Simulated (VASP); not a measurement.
# BeS (F-43m) in VASP: a series of runs, part 2 of 2

VASP 6.6.1. Earlier steps stand in the parts before.

## 4. Single point, r2SCAN (strain -2.0%)

File POSCAR:

```
BeS
1.0
    0.0000000000      2.3856201057      2.3856201057
    2.3856201057      0.0000000000      2.3856201057
    2.3856201057      2.3856201057      0.0000000000
Be S
1 1
Direct
    0.0000000000      0.0000000000      0.0000000000
    0.2500000000      0.2500000000      0.2500000000
```

File INCAR.step1:

```
ALGO = Normal ; EDIFF = 1E-4
ENCUT = 520 ; GGA = PE
ISMEAR = 0 ; LASPH = True
LCHARG = False ; LREAL = False
LWAVE = True ; NBANDS = 11
NELM = 60 ; PREC = Accurate
SIGMA = 0.01
```

File INCAR.step2:

```
ALGO = Normal ; EDIFF = 1E-6
ENCUT = 520 ; ISIF = 2
ISMEAR = 0 ; ISTART = 1
LASPH = True ; LCHARG = False
LMIXTAU = True ; LREAL = False
LWAVE = False ; METAGGA = R2SCAN
NBANDS = 11 ; NELM = 60
PREC = Accurate ; SIGMA = 0.01
```

File KPOINTS:

```
k-points
0
Gamma
  10 10 10
```

Potentials or basis: VASP PAW PBE potentials, release 64 (Be, S).

Launch:

```sh
> cat potpaw_PBE.64/Be/POTCAR potpaw_PBE.64/S/POTCAR > POTCAR
> cp INCAR.step1 INCAR
> mpirun -np 1 vasp_std > vasp.out
> cp INCAR.step2 INCAR
> mpirun -np 1 vasp_std > vasp.out
```

OUTCAR:

```text
EDIFF = 1E-6
   ENCUT = 520
   ISIF = 2
   ISMEAR = 0
   ISTART = 1
   LASPH = True
   LREAL = False
   METAGGA = R2SCAN
   NELM = 60
   PREC = Accurate

 ion  position               nearest neighbor table
   1  0.000  0.000  0.000-   2 2.07   2 2.07   2 2.07   2 2.07
   2  0.250  0.250  0.250-   1 2.07   1 2.07   1 2.07   1 2.07

  LATTYP: Found a face centered cubic cell.
 ALAT       =     4.7712402114

  Lattice vectors:

 A1 = (   0.0000000000,   2.3856201057,   2.3856201057)
 A2 = (   2.3856201057,   0.0000000000,   2.3856201057)
 A3 = (   2.3856201057,   2.3856201057,   0.0000000000)

Analysis of symmetry for initial positions (statically):
=====================================================================
 Subroutine PRICEL returns:
 Original cell was already a primitive cell.

 Routine SETGRP: Setting up the symmetry group for a
 face centered cubic supercell.

 Subroutine GETGRP returns: Found 24 space group operations
 (whereof 24 operations were pure point group operations)
 out of a pool of 48 trial point group operations.

The static configuration has the point symmetry T_d .
[... 171 lines left out ...]
      1     -10.1580      2.00000
      2       4.4931      2.00000
      3       4.4931      2.00000
      4       4.4931      2.00000
      5      10.7140      0.00000
      6      10.7140      0.00000
      7      10.7140      0.00000
      8      11.6341      0.00000
      9      18.0081      0.00000
     10      18.0081      0.00000
     11      20.8132      0.00000
[... 309 lines left out ...]
 k-point    24 :       0.4000    0.3000    0.0000
  band No.  band energies     occupation
      1      -8.3606      2.00000
      2       0.0082      2.00000
      3       1.8125      2.00000
      4       2.0917      2.00000
      5       8.9987      0.00000
      6      10.8245      0.00000
      7      15.7617      0.00000
      8      15.8117      0.00000
      9      19.9462      0.00000
     10      20.8140      0.00000
     11      22.9818      0.00000

 [... further k-points ...]

------------------------ aborting loop because EDIFF is reached ----------------------------------------

  FORCE on cell =-STRESS in cart. coord.  units (eV):
  Direction    XX          YY          ZZ          XY          YZ          ZX
  --------------------------------------------------------------------------------------
  -------------------------------------------------------------------------------------
  Total        1.1723289      1.1723289      1.1723289     -0.0000000      0.0000000     -0.0000000
  in kB       69.1713415     69.1713415     69.1713415     -0.0000000      0.0000000     -0.0000000
  external PRESSURE =      69.1713415 kB  Pullay stress =       0.0000000 kB

 VOLUME and BASIS-vectors are now :
 -----------------------------------------------------------------------------
  energy-cutoff  :      520.00
  volume of cell :       27.15
      direct lattice vectors                 reciprocal lattice vectors
     0.000000000  2.385620106  2.385620106    -0.209589112  0.209589112  0.209589112
     2.385620106  0.000000000  2.385620106     0.209589112 -0.209589112  0.209589112
     2.385620106  2.385620106  0.000000000     0.209589112  0.209589112 -0.209589112

 POSITION                                       TOTAL-FORCE (eV/Angst)
 -----------------------------------------------------------------------------------
      0.00000      0.00000      0.00000        -0.000000     -0.000000     -0.000000
      1.19281      1.19281      1.19281         0.000000      0.000000      0.000000
 -----------------------------------------------------------------------------------
    total drift:                               -0.000000     -0.000000     -0.000000

  FREE ENERGIE OF THE ION-ELECTRON SYSTEM (eV)
  ---------------------------------------------------
  free  energy   TOTEN  =       -14.7498426226 eV

  energy  without entropy=      -14.7498426226  energy(sigma->0) =      -14.74984262
```

OUTCAR.step1:

```text
EDIFF = 1E-4
   ENCUT = 520
   GGA = PE
   ISMEAR = 0
   LASPH = True
[... 557 lines left out ...]
 -----------------------------------------------------------------------------------
      0.00000      0.00000      0.00000         0.000000      0.000000      0.000000
      1.19281      1.19281      1.19281        -0.000000     -0.000000     -0.000000
 -----------------------------------------------------------------------------------
    total drift:                               -0.000000     -0.000000     -0.000000

  FREE ENERGIE OF THE ION-ELECTRON SYSTEM (eV)
  ---------------------------------------------------
  free  energy   TOTEN  =        -9.9757564250 eV

  energy  without entropy=       -9.9757564250  energy(sigma->0) =       -9.97575642
```

Wall time 1.8 min (1 thread of AMD EPYC 7R13 (Zen 3), shared host); peak memory 0.13 GiB.

Results:

```yaml
Free_energy: -14.7498 eV
Pressure: 6.9 GPa
Band_gap_on_the_k_mesh: 3.46 eV, indirect (least direct gap 6.22 eV)
```

Caveat: the cell differs from its parent crystal (strain -2.0%); the PAW data sets were made with another functional, which shifts forces and pressure a little.

## 5. Single point, r2SCAN (strain -1.0%)

File POSCAR:

```
BeS
1.0
    0.0000000000      2.4099631680      2.4099631680
    2.4099631680      0.0000000000      2.4099631680
    2.4099631680      2.4099631680      0.0000000000
Be S
1 1
Direct
    0.0000000000      0.0000000000      0.0000000000
    0.2500000000      0.2500000000      0.2500000000
```

File INCAR.step1:

```
SYSTEM = BeS
  PREC = Accurate
  ENCUT = 520
  ISMEAR = 0
  SIGMA = 0.01
  LREAL = .False.
  LASPH = .True.
  NELM = 100
  NBANDS = 11
  GGA = PE
  ALGO = Normal
  EDIFF = 1E-4
  LWAVE = .True.
  LCHARG = .False.
```

File INCAR.step2:

```
SYSTEM = BeS
  PREC = Accurate
  ENCUT = 520
  EDIFF = 1E-7
  ISMEAR = 0
  SIGMA = 0.01
  LREAL = .False.
  LASPH = .True.
  NELM = 100
  ALGO = Normal
  ISIF = 2
  LWAVE = .False.
  LCHARG = .False.
  METAGGA = R2SCAN
  LMIXTAU = .True.
  NBANDS = 11
  ISTART = 1
```

File KPOINTS:

```
Automatic mesh
0
Gamma
  10 10 10
  0 0 0
```

Potentials or basis: VASP PAW PBE potentials, release 64 (Be, S).

Launch:

```sh
> cat potpaw_PBE.64/Be/POTCAR potpaw_PBE.64/S/POTCAR > POTCAR
> cp INCAR.step1 INCAR
> mpirun -np 1 vasp_std > vasp.out
> cp INCAR.step2 INCAR
> mpirun -np 1 vasp_std > vasp.out
```

OUTCAR:

```text
SYSTEM = BeS
   PREC = Accurate
   ENCUT = 520
   EDIFF = 1E-7
   ISMEAR = 0
   LREAL = .False.
   LASPH = .True.
   NELM = 100
   ISIF = 2
   METAGGA = R2SCAN
   ISTART = 1

 ion  position               nearest neighbor table
   1  0.000  0.000  0.000-   2 2.09   2 2.09   2 2.09   2 2.09
   2  0.250  0.250  0.250-   1 2.09   1 2.09   1 2.09   1 2.09

  LATTYP: Found a face centered cubic cell.
 ALAT       =     4.8199263360

  Lattice vectors:

 A1 = (   0.0000000000,   2.4099631680,   2.4099631680)
 A2 = (   2.4099631680,   0.0000000000,   2.4099631680)
 A3 = (   2.4099631680,   2.4099631680,   0.0000000000)

Analysis of symmetry for initial positions (statically):
=====================================================================
 Subroutine PRICEL returns:
 Original cell was already a primitive cell.

 Routine SETGRP: Setting up the symmetry group for a
 face centered cubic supercell.

 Subroutine GETGRP returns: Found 24 space group operations
 (whereof 24 operations were pure point group operations)
 out of a pool of 48 trial point group operations.

The static configuration has the point symmetry T_d .

Analysis of symmetry for dynamics (positions and initial velocities):
=====================================================================
 Subroutine PRICEL returns:
 Original cell was already a primitive cell.

 Routine SETGRP: Setting up the symmetry group for a
 face centered cubic supercell.

 Subroutine GETGRP returns: Found 24 space group operations
 (whereof 24 operations were pure point group operations)
 out of a pool of 48 trial point group operations.

The dynamic configuration has the point symmetry T_d .

 Subroutine INISYM returns: Found 24 space group operations
 (whereof 24 operations are pure point group operations),
 and found     1 'primitive' translations

----------------------------------------------------------------------------------------

                                     Primitive cell

  volume of cell :      27.9938

[... 111 lines left out ...]
  Thomas-Fermi vector in A             =   2.214264
   LORBIT       =      0    0 simple, 1 ext, 2 COOP (PROOUT), +10 PAW based schemes
   METAGGA = R2SCAN    functional components
   LHFCALC =     F    Hartree Fock is set to
   AEXX    =    0.0000 exact exchange contribution
   IVDW    =     0    specifies the selected vdW correction
   LEPSILON=     F    determine dielectric tensor
   LRPA    =     F    only Hartree local field effects (RPA)
 non-spin polarized calculation
 Gauss-broadening in eV      SIGMA  =   0.01
  energy-cutoff  :      520.00
  volume of cell :       27.99
 maximum number of plane-waves:       764
 NGX is ok and might be reduce to    28
   NGX = 13   NGY = 13   NGZ = 13

 number of electron       8.0000000 magnetization

 Free energy of the ion-electron system (eV)
  ---------------------------------------------------
  ext. energy  EPLUGINS =         0.00000000
  ---------------------------------------------------
  free energy    TOTEN  =       -14.77685666 eV

  energy without entropy =      -14.77685666  energy(sigma->0) =      -14.77685666

 E-fermi :   4.2799     XC(G=0): -10.2648

 val. band max:        4.1640406270   @ k =   0.0000   0.0000   0.0000
 cond. band min:       7.6939971336   @ k =   0.5000   0.5000   0.0000
 fundamental gap:      3.5299565067
 Fermi energy:         4.2798549935

 k-point     1 :       0.0000    0.0000    0.0000
  band No.  band energies     occupation
      1     -10.2648      2.00000
      2       4.1640      2.00000
      3       4.1640      2.00000
      4       4.1640      2.00000
      5      10.4090      0.00000
      6      10.4090      0.00000
      7      10.4090      0.00000
      8      11.0224      0.00000
      9      17.6228      0.00000
     10      17.6228      0.00000
     11      20.2285      0.00000
[... 309 lines left out ...]
 k-point    24 :       0.4000    0.3000    0.0000
  band No.  band energies     occupation
      1      -8.5494      2.00000
      2      -0.1970      2.00000
      3       1.5910      2.00000
      4       1.8608      2.00000
      5       8.7116      0.00000
      6      10.5134      0.00000
      7      15.2626      0.00000
      8      15.3476      0.00000
      9      19.2427      0.00000
     10      20.3573      0.00000
     11      22.3442      0.00000

 [... further k-points ...]
[... 5 lines left out ...]
  --------------------------------------------------------------------------------------
  -------------------------------------------------------------------------------------
  Total        0.5936383      0.5936383      0.5936383      0.0000000      0.0000000      0.0000000
  in kB       33.9759233     33.9759233     33.9759233      0.0000000      0.0000000      0.0000000
  external PRESSURE =      33.9759233 kB  Pullay stress =       0.0000000 kB

 VOLUME and BASIS-vectors are now :
 -----------------------------------------------------------------------------
  energy-cutoff  :      520.00
  volume of cell :       27.99
      direct lattice vectors                 reciprocal lattice vectors
     0.000000000  2.409963168  2.409963168    -0.207472050  0.207472050  0.207472050
     2.409963168  0.000000000  2.409963168     0.207472050 -0.207472050  0.207472050
     2.409963168  2.409963168  0.000000000     0.207472050  0.207472050 -0.207472050

 POSITION                                       TOTAL-FORCE (eV/Angst)
 -----------------------------------------------------------------------------------
      0.00000      0.00000      0.00000         0.000000      0.000000      0.000000
      1.20498      1.20498      1.20498        -0.000000     -0.000000     -0.000000
 -----------------------------------------------------------------------------------
    total drift:                                0.000000      0.000000      0.000000

  FREE ENERGIE OF THE ION-ELECTRON SYSTEM (eV)
  ---------------------------------------------------
  free  energy   TOTEN  =       -14.7768566633 eV

  energy  without entropy=      -14.7768566633  energy(sigma->0) =      -14.77685666
```

OSZICAR.step1:

```text
N       E                     dE             d eps       ncg     rms          rms(c)
DAV:   1     0.200595437442E+02    0.20060E+02   -0.37458E+03  1042   0.615E+02
DAV:   2    -0.904054576978E+01   -0.29100E+02   -0.27706E+02  1409   0.116E+02
DAV:   3    -0.101814316413E+02   -0.11409E+01   -0.11390E+01  1329   0.225E+01
DAV:   4    -0.101880329906E+02   -0.66013E-02   -0.65998E-02  1252   0.205E+00
DAV:   5    -0.101880876728E+02   -0.54682E-04   -0.54681E-04  1357   0.181E-01    0.582E+00
DAV:   6    -0.100459145879E+02    0.14217E+00   -0.11459E-01  1183   0.166E+00    0.395E+00
DAV:   7    -0.100015759951E+02    0.44339E-01   -0.12627E-01  1297   0.188E+00    0.978E-01
DAV:   8    -0.100027155230E+02   -0.11395E-02   -0.65913E-03  1322   0.426E-01    0.152E-01
DAV:   9    -0.100028052566E+02   -0.89734E-04   -0.49488E-04  1275   0.142E-01
   1 F= -.10002805E+02 E0= -.10002805E+02  d E =-.449296E-83
```

It took 2 min on 1 thread of AMD EPYC 7R13 (Zen 3), shared host; peak memory 0.13 GiB.

Results:

```yaml
Free_energy: -14.7769 eV
Pressure: 3.4 GPa
Band_gap_on_the_k_mesh: 3.53 eV, indirect (least direct gap 6.25 eV)
```

Levels at points of the mesh, in eV from the valence-band top:
```
           k point  band 2  band 3  band 4  band 5  band 6  band 7
(0.00, 0.00, 0.00)    0.00    0.00    0.00    6.25    6.25    6.25
(0.50, 0.00, 0.00)   -6.09   -1.08   -1.08    6.17    7.13    7.13
(0.50, 0.50, 0.00)   -5.29   -2.78   -2.78    3.53    5.37   14.02
```

Caveat: the cell differs from its parent crystal (strain -1.0%); the PAW data sets were made with another functional, which shifts forces and pressure a little.

## 6. Single point, r2SCAN (strain +1.0%)

File POSCAR:

```
BeS
1.0
    0.0000000000      2.4586492927      2.4586492927
    2.4586492927      0.0000000000      2.4586492927
    2.4586492927      2.4586492927      0.0000000000
Be S
1 1
Direct
    0.0000000000      0.0000000000      0.0000000000
    0.2500000000      0.2500000000      0.2500000000
```

File INCAR.step1:

```
SYSTEM = BeS
PREC = Accurate
ENCUT = 520
ISMEAR = 0
SIGMA = 0.01
LREAL = .FALSE.
LASPH = .TRUE.
NELM = 100
NBANDS = 11
GGA = PE
ALGO = Normal
EDIFF = 1E-4
LWAVE = .TRUE.
LCHARG = .FALSE.
```

File INCAR.step2:

```
SYSTEM = BeS
PREC = Accurate
ENCUT = 520
EDIFF = 1E-6
ISMEAR = 0
SIGMA = 0.01
LREAL = .FALSE.
LASPH = .TRUE.
NELM = 100
ALGO = Normal
ISIF = 2
LWAVE = .FALSE.
LCHARG = .FALSE.
METAGGA = R2SCAN
LMIXTAU = .TRUE.
NBANDS = 11
ISTART = 1
```

File KPOINTS:

```
regular mesh
0
G
  10 10 10
  0 0 0
```

Potentials or basis: VASP PAW PBE potentials, release 64 (Be, S).

Launch:

```sh
> cat potpaw_PBE.64/Be/POTCAR potpaw_PBE.64/S/POTCAR > POTCAR
> cp INCAR.step1 INCAR
> mpirun -np 1 vasp_std > vasp.out
> cp INCAR.step2 INCAR
> mpirun -np 1 vasp_std > vasp.out
```

It took 2 min on 1 thread of AMD EPYC 7R13 (Zen 3), shared host; peak memory 0.13 GiB.

Results (log left out):

```yaml
Free_energy: -14.7806 eV
Pressure: -2.5 GPa
Band_gap_on_the_k_mesh: 3.66 eV, indirect (least direct gap 6.23 eV)
```

Levels at points of the mesh, in eV from the valence-band top:
| k point | band 1 | band 2 | band 3 | band 4 | band 5 | band 6 | band 7 | band 8 |
| --- | --- | --- | --- | --- | --- | --- | --- | --- |
| (0.00, 0.00, 0.00) | -14.02 | 0.00 | 0.00 | 0.00 | 6.28 | 6.28 | 6.28 | 6.32 |
| (0.50, 0.00, 0.00) | -12.45 | -5.69 | -1.00 | -1.00 | 5.95 | 7.15 | 7.15 | 11.85 |
| (0.50, 0.50, 0.00) | -11.92 | -4.97 | -2.57 | -2.57 | 3.66 | 5.42 | 13.53 | 13.53 |

Caveat: the cell differs from its parent crystal (strain +1.0%); the PAW data sets were made with another functional, which shifts forces and pressure a little.

## 7. Summary

| cell | gap on the mesh (eV) | pressure (GPa) |
| --- | --- | --- |
| a = 3.305 Å, angles 60.0°, 2 atoms | 3.29 | 15.3 |
| a = 3.339 Å, angles 60.0°, 2 atoms | 3.38 | 10.9 |
| a = 3.374 Å, angles 60.0°, 2 atoms | 3.46 | 6.9 |
| a = 3.408 Å, angles 60.0°, 2 atoms | 3.53 | 3.4 |
| a = 3.477 Å, angles 60.0°, 2 atoms | 3.66 | -2.5 |

Alike in all rows: task single point; level r2SCAN; potentials or basis VASP PAW PBE potentials, release 64 (Be, S); no spin polarisation; k mesh 10 × 10 × 10; cutoff (eV) 520; smearing gaussian 0.01 eV.

Caveats: the PAW data sets were made with another functional, which shifts forces and pressure a little.

Absolute energies hang on the potentials; compare differences alone.
